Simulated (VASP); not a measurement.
The system is Al2Pt.

```
Pt Al
1.0
     0.00000    2.99389    2.99389
     2.99389    0.00000    2.99389
     2.99389    2.99389    0.00000
Pt Al
1 2
Direct
  0.00000 0.00000 0.00000
  0.75000 0.75000 0.75000
  0.25000 0.25000 0.25000
```

Base run:

| Item | Value |
| --- | --- |
| Program | VASP 6.6.1 |
| Functional | PBEsol |
| Potentials or basis | VASP PAW PBE potentials, release 64 (Pt, Al) |
| Cutoff | 520 eV |
| k mesh | 8 × 8 × 8 |
| Occupations | fermi-dirac, width 0.05 eV |
| Spin | no spin polarisation |

Its results: band gap on the k mesh zero (band 8 reaches 11.10 eV, above the bottom of band 9 at 5.81 eV); pressure -5.8 GPa.

Task: The run is repeated on the same cell with these changes: functional from PBEsol to PBE. What comes out?

Result: Band gap on the k mesh zero (band 8 reaches 11.24 eV, above the bottom of band 9 at 5.91 eV); pressure -2.7 GPa.

PBE binds less tightly than PBEsol, so the same cell stands under more pressure.

Caveats: spin-orbit coupling is left out, which moves the levels of the heavy elements; the PAW data sets were made with another functional, which shifts forces and pressure a little (some runs).
